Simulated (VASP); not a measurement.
A run of VASP 6.6.1:

File INCAR:

```
PREC = Accurate ; ENCUT = 520
EDIFF = 1E-7 ; ISMEAR = 0
SIGMA = 0.15 ; LREAL = Auto
LASPH = True ; NELM = 100
ALGO = Normal ; ISIF = 2
LWAVE = False ; LCHARG = False
GGA = PE ; IVDW = 12
NBANDS = 40
```

Contents of KPOINTS:

```
regular mesh
0
Gamma
  3 3 3
```

Contents of POSCAR:

```
Li
1.0
    6.9800000000      0.0000000000      0.0000000000
    0.0000000000      6.9800000000      0.0000000000
    0.0000000000      0.0000000000      6.9800000000
Li
17
Direct
   -0.0012614613     -0.0019624642     -0.0255455587
    0.5136104585      0.0241074499      0.0051904011
    0.0380233524      0.5142593123     -0.0131111748
    0.0433578797      0.0066191977      0.4911087393
    0.1995011461      0.2672220630      0.2535898281
    0.4631532951      0.4491323782      0.0510469914
    0.4701171920      0.0629987106      0.4396315186
    0.7812671920      0.2690325215      0.2529094556
    0.0052797994      0.5430107450      0.5232315186
    0.2673664756      0.7620929799      0.2372723496
    0.2679740688      0.2602836676      0.7419358166
    0.5042131805      0.5139359599      0.4877542980
    0.7638222063      0.7590962751      0.2448823782
    0.7598204871      0.2676229226      0.7389647564
    0.2967382521      0.7690856734      0.7500554441
    0.7016065903      0.6433598854      0.8706548711
    0.7255489971     -0.1145759312      0.6280214900
```

Potentials or basis: VASP PAW PBE potentials, release 64 (Li_sv).

Launch:

```bash
$ cat potpaw_PBE.64/Li_sv/POTCAR > POTCAR
$ mpirun -np 1 vasp_std > vasp.out
```

Hardware: 1 thread of Intel Xeon 6975P-C, with other jobs on the host.

Problem. Estimate the wall time of this run.

Solution. Run time: 8.7 min on 1 thread of Intel Xeon 6975P-C (shared host), peak memory 0.41 GiB. Counts: scf iterations 17, k points 14.
